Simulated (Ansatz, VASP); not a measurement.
MgS in VASP and in Ansatz

```xyz
2
Lattice="0.0000 2.8309 2.8309 2.8309 0.0000 2.8309 2.8309 2.8309 0.0000" Properties=species:S:1:pos:R:3 pbc="T T T"
Mg    0.0000    0.0000    0.0000
S     1.4154    1.4154    1.4154
```

Alike in both runs: task single point; functional HSE06; k mesh 6 × 6 × 6; no spin polarisation.

|  | VASP | Ansatz |
| --- | --- | --- |
| version | VASP 6.6.1 | Ansatz 0.2.0 |
| potentials or method | VASP PAW PBE potentials, release 64 (Mg, S) | plane waves, PAW |
| plane-wave cutoff (eV) | 520 | 420 |
| occupations | gaussian, width 0.01 eV | fixed |
| valence electrons in the cell | 8 | 16 |

```csv
,VASP,Ansatz,Ansatz less VASP
gap on the k mesh at the Fermi level (eV),4.51,4.53,+0.017
pressure (GPa),-0.1,0.0,+0.17
```

VASP's potentials hold 8 valence electrons a cell and Ansatz's 16, so a difference there can come from the potentials and not from the codes. Ansatz's warnings: stress exchange threshold loose, stress scf threshold loose.
